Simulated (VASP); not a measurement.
# WS2 in VASP: settings compared

The runs below take WS2 through single point, with PBE+D3(BJ), LDA, PBEsol.

All numbers are computed with VASP 6.6.1; they aren't measurements. Logs are shortened: lines on timing, memory, paths and dates and some standing lists are left out, and cuts for length are marked.

## Step 1: The cell of the first run

The typed cell holds 9 atoms: a = 3.154 Å, b = 3.154 Å, c = 18.816 Å, α = 90.00°, β = 90.00°, γ = 120.00°.

## Step 2: Single point, PBE+D3(BJ)

INCAR

```
ALGO     = Normal         # electronic algorithm
EDIFF    = 1E-6           # SCF threshold, eV
ENCUT    = 520            # plane-wave cutoff, eV
GGA      = PE             # functional
ISIF     = 2              # what is computed and relaxed
ISMEAR   = 0              # smearing method
IVDW     = 12             # dispersion correction
LASPH    = True           # aspherical terms in the spheres
LCHARG   = False          # write CHGCAR
LREAL    = False          # projectors in reciprocal space
LWAVE    = False          # write WAVECAR
NBANDS   = 49             # bands
NELM     = 80             # most SCF steps
PREC     = Accurate       # precision mode
SIGMA    = 0.02           # smearing width, eV
```

KPOINTS

```
k-points
0
Gamma
  12 12 1
```

POSCAR

```
WS2
1.0
    3.1543148294      0.0000000000      0.0000000000
   -1.5771574147      2.7317167738      0.0000000000
    0.0000000000      0.0000000000     18.8157971310
W S
3 6
Direct
    0.6666666667      0.3333333333      0.6597280439
    0.3333333333      0.6666666667      0.9827097504
    0.3333333333      0.6666666667      0.3367398953
    0.6666666667      0.3333333333      1.0664404930
    0.6666666667      0.3333333333      0.4204448889
    0.3333333333      0.6666666667      0.7434178559
    0.6666666667      0.3333333333      0.8989826923
    0.6666666667      0.3333333333      0.2530291612
    0.3333333333      0.6666666667      0.5760412091
```

Potentials or basis: VASP PAW PBE potentials, release 64 (W_sv, S).

Started as:

```
cat potpaw_PBE.64/W_sv/POTCAR potpaw_PBE.64/S/POTCAR > POTCAR
mpirun -np 1 vasp_std > vasp.out
```

OUTCAR:

```text
EDIFF = 1E-6
   ENCUT = 520
   GGA = PE
   ISIF = 2
   ISMEAR = 0
   IVDW = 12
   LASPH = True
   LREAL = False
   NELM = 80
   PREC = Accurate
 IVDW          = 12

 ion  position               nearest neighbor table
   1  0.667  0.333  0.660-   9 2.41   9 2.41   9 2.41   6 2.41   6 2.41   6 2.41
   2  0.333  0.667  0.983-   7 2.41   7 2.41   7 2.41   4 2.41   4 2.41   4 2.41
   3  0.333  0.667  0.337-   5 2.41   5 2.41   5 2.41   8 2.41   8 2.41   8 2.41
   4  0.667  0.333  0.066-   2 2.41   2 2.41   2 2.41
   5  0.667  0.333  0.420-   3 2.41   3 2.41   3 2.41
   6  0.333  0.667  0.743-   1 2.41   1 2.41   1 2.41
   7  0.667  0.333  0.899-   2 2.41   2 2.41   2 2.41
   8  0.667  0.333  0.253-   3 2.41   3 2.41   3 2.41
   9  0.333  0.667  0.576-   1 2.41   1 2.41   1 2.41

  LATTYP: Found a hexagonal cell.
 ALAT       =     3.1543148294
 C/A-ratio  =     5.9650980161

  Lattice vectors:

 A1 = (   3.1543148294,   0.0000000000,   0.0000000000)
 A2 = (  -1.5771574147,   2.7317167738,   0.0000000000)
 A3 = (   0.0000000000,   0.0000000000,  18.8157971310)

Analysis of symmetry for initial positions (statically):
=====================================================================
 Subroutine PRICEL returns:
 Original cell was already a primitive cell.

 Routine SETGRP: Setting up the symmetry group for a
 hexagonal supercell.

 Subroutine GETGRP returns: Found  6 space group operations
 (whereof  6 operations were pure point group operations)
 out of a pool of 24 trial point group operations.

The static configuration has the point symmetry C_3v.

Analysis of symmetry for dynamics (positions and initial velocities):
=====================================================================
 Subroutine PRICEL returns:
 Original cell was already a primitive cell.

 Routine SETGRP: Setting up the symmetry group for a
 hexagonal supercell.

 Subroutine GETGRP returns: Found  6 space group operations
 (whereof  6 operations were pure point group operations)
 out of a pool of 24 trial point group operations.

The dynamic configuration has the point symmetry C_3v.

 Subroutine INISYM returns: Found  6 space group operations
[... 105 lines left out ...]
   EDIFF  = 0.1E-05   stopping-criterion for ELM
   LREAL  =      F    real-space projection
   EDIFFG = 0.1E-04   stopping-criterion for IOM
   NSW    =      0    number of steps for IOM
   IBRION =     -1    ionic relax: 0-MD 1-quasi-New 2-CG
   NFREE  =      0    steps in history (QN), initial steepest desc. (CG)
   ISIF   =      2    stress and relaxation
   ISYM   =      2    0-nonsym 1-usesym 2-fastsym
   POTIM  = 0.5000    time-step for ionic-motion
   TEBEG  =    0.0;   TEEND  =   0.0 temperature during run
   PSTRESS=    0.0 pullay stress
   NELECT =      78.0000    total number of electrons
   NUPDOWN=      -1.0000    fix difference up-down
   EMIN   =  10.00;   EMAX   =-10.00  energy-range for DOS
   EFERMI =   0.00;   METHOD = LEGACY
   ISMEAR =     0;   SIGMA  =   0.02  broadening in eV -4-tet -1-fermi 0-gaus
   EFERMI_NEDOS =   21; number of points for ismear=-14 and -15
   IALGO  =     38    algorithm
   IMIX   =      4    mixing-type and parameters
     AMIX     =   0.40;   BMIX     =  1.00
     AMIX_MAG =   1.60;   BMIX_MAG =  1.00
  volume/ion in A,a.u.               =      18.01       121.57
  Fermi-wavevector in a.u.,A,eV,Ry     =   1.282779  2.424101 22.388694  1.645523
  Thomas-Fermi vector in A             =   2.415071
   LORBIT       =      0    0 simple, 1 ext, 2 COOP (PROOUT), +10 PAW based schemes
   GGA     = PE    functional components
   LHFCALC =     F    Hartree Fock is set to
   AEXX    =    0.0000 exact exchange contribution
   IVDW    =    12    specifies the selected vdW correction
   LEPSILON=     F    determine dielectric tensor
   LRPA    =     F    only Hartree local field effects (RPA)
 non-spin polarized calculation
 Gauss-broadening in eV      SIGMA  =   0.02
  energy-cutoff  :      520.00
  volume of cell :      162.13
 maximum number of plane-waves:      4396
 NGX is ok and might be reduce to    24
   NGX = 11   NGY = 11   NGZ = 69

 number of electron      77.9999990 magnetization

 Free energy of the ion-electron system (eV)
  ---------------------------------------------------
  ext. energy  EPLUGINS =         0.00000000
  ---------------------------------------------------
  free energy    TOTEN  =       -70.81161402 eV

  energy without entropy =      -70.81161402  energy(sigma->0) =      -70.81161402

 E-fermi :   7.4450     XC(G=0): -10.8230

 val. band max:        7.1839661365   @ k =   0.0000   0.0000   0.0000
 cond. band min:       8.2716816950   @ k =   0.1667   0.1667   0.0000
 fundamental gap:      1.0877155586
 Fermi energy:         7.4449609368

 k-point     1 :       0.0000    0.0000    0.0000
  band No.  band energies     occupation
      1     -67.3267      2.00000
      2     -67.3258      2.00000
      3     -67.3257      2.00000
      4     -31.5839      2.00000
      5     -31.5838      2.00000
      6     -31.5838      2.00000
[... 977 lines left out ...]
     48      10.8860      0.00000
     49      12.1401      0.00000

------------------------ aborting loop because EDIFF is reached ----------------------------------------

 Edisp (eV)   -3.78878

 E8    (eV) :    -1.5921

  FORCE on cell =-STRESS in cart. coord.  units (eV):
  Direction    XX          YY          ZZ          XY          YZ          ZX
  --------------------------------------------------------------------------------------
  -------------------------------------------------------------------------------------
  Total      -0.04906    -0.04906    -0.07773    -0.00000    -0.00000     0.00000
  in kB      -0.48483    -0.48483    -0.76817    -0.00000    -0.00000     0.00000
  external pressure =       -0.58 kB  Pullay stress =        0.00 kB

 VOLUME and BASIS-vectors are now :
 -----------------------------------------------------------------------------
  energy-cutoff  :      520.00
  volume of cell :      162.13
      direct lattice vectors                 reciprocal lattice vectors
     3.154314829  0.000000000  0.000000000     0.317026059  0.183035081  0.000000000
    -1.577157415  2.731716774  0.000000000     0.000000000  0.366070161  0.000000000
     0.000000000  0.000000000 18.815797131     0.000000000  0.000000000  0.053146832

 POSITION                                       TOTAL-FORCE (eV/Angst)
 -----------------------------------------------------------------------------------
      1.57716      0.91057     12.41331        -0.000000     -0.000000      0.000977
     -0.00000      1.82114     18.49047         0.000000      0.000000      0.000611
     -0.00000      1.82114      6.33603         0.000000      0.000000     -0.001261
      1.57716      0.91057      1.25013         0.000000     -0.000000     -0.000074
      1.57716      0.91057      7.91101        -0.000000      0.000000      0.007536
     -0.00000      1.82114     13.98800         0.000000     -0.000000      0.004669
      1.57716      0.91057     16.91508        -0.000000      0.000000      0.000769
      1.57716      0.91057      4.76095        -0.000000      0.000000     -0.007643
     -0.00000      1.82114     10.83867        -0.000000      0.000000     -0.005583
 -----------------------------------------------------------------------------------
    total drift:                               -0.000000     -0.000000     -0.000263

  FREE ENERGIE OF THE ION-ELECTRON SYSTEM (eV)
  ---------------------------------------------------
  free  energy   TOTEN  =       -74.6003934595 eV

  energy  without entropy=      -74.6003934595  energy(sigma->0) =      -74.60039346
```

OSZICAR:

```text
N       E                     dE             d eps       ncg     rms          rms(c)
DAV:   1     0.832380838651E+03    0.83238E+03   -0.42124E+04  2014   0.159E+03
DAV:   2    -0.129354626736E+02   -0.84532E+03   -0.81548E+03  2159   0.443E+02
DAV:   3    -0.730252737166E+02   -0.60090E+02   -0.58729E+02  2346   0.110E+02
DAV:   4    -0.748037807063E+02   -0.17785E+01   -0.17688E+01  2284   0.192E+01
DAV:   5    -0.748528789324E+02   -0.49098E-01   -0.49037E-01  2439   0.327E+00    0.468E+01
DAV:   6    -0.713502726607E+02    0.35026E+01   -0.16206E+01  2222   0.206E+01    0.208E+01
DAV:   7    -0.710300993751E+02    0.32017E+00   -0.50196E+00  2145   0.912E+00    0.776E+00
DAV:   8    -0.708097088179E+02    0.22039E+00   -0.79990E-01  2282   0.478E+00    0.242E+00
DAV:   9    -0.708165260862E+02   -0.68173E-02   -0.11118E-01  2466   0.136E+00    0.140E+00
DAV:  10    -0.708121337718E+02    0.43923E-02   -0.49329E-02  2319   0.118E+00    0.424E-01
DAV:  11    -0.708116248448E+02    0.50893E-03   -0.62282E-03  2240   0.427E-01    0.162E-01
DAV:  12    -0.708115478284E+02    0.77016E-04   -0.36697E-04  2345   0.106E-01    0.504E-02
DAV:  13    -0.708116029394E+02   -0.55111E-04   -0.99024E-05  2417   0.448E-02    0.196E-02
DAV:  14    -0.708116104130E+02   -0.74736E-05   -0.10731E-05  2147   0.168E-02    0.116E-02
DAV:  15    -0.708116138211E+02   -0.34081E-05   -0.42763E-06  1868   0.812E-03    0.109E-02
DAV:  16    -0.708116140155E+02   -0.19438E-06   -0.10667E-06  1592   0.577E-03
   1 F= -.74600393E+02 E0= -.74600393E+02  d E =-.862191E-78
```

stdout:

```text
POSCAR found type information on POSCAR W S
 POSCAR found :  2 types and       9 ions
 scaLAPACK will be used
 LDA part: xc-table for (Slater+PW92), standard interpolation
 POSCAR, INCAR and KPOINTS ok, starting setup
 FFT: planning ... GRIDC
 FFT: planning ... GRID_SOFT
 FFT: planning ... GRID
 WAVECAR not read
 entering main loop
```

Wall time 5.9 min (1 thread of AMD EPYC 7R13, shared host); peak memory 0.29 GiB.

What came out:

```
Free energy                : -74.6004 eV
Pressure                   : -0.1 GPa
Largest force              : 0.008 eV/Å
Band gap on the k mesh     : 1.09 eV, indirect (least direct gap 1.88 eV)
Dispersion energy per atom : -0.421 eV
```

Forces on the atoms (eV/Å):
```
W    0.000  0.000  0.001
W    0.000  0.000  0.001
W    0.000  0.000 -0.001
S    0.000  0.000  0.000
S    0.000  0.000  0.008
S    0.000  0.000  0.005
S    0.000  0.000  0.001
S    0.000  0.000 -0.008
S    0.000  0.000 -0.006
```

Levels at points of the mesh, in eV from the valence-band top:
```tsv
k point	band 36	band 37	band 38	band 39	band 40	band 41	band 42	band 43
(0.00, 0.00, 0.00)	-1.52	-1.12	-0.15	0.00	2.39	2.39	2.40	2.40
(0.50, 0.00, 0.00)	-1.68	-1.65	-1.46	-1.37	2.43	2.46	2.47	2.68
```

Caveat: spin-orbit coupling is left out, which moves the levels of the heavy elements. A k mesh can miss the band edges.

(Part 1 of 2 ends here.)
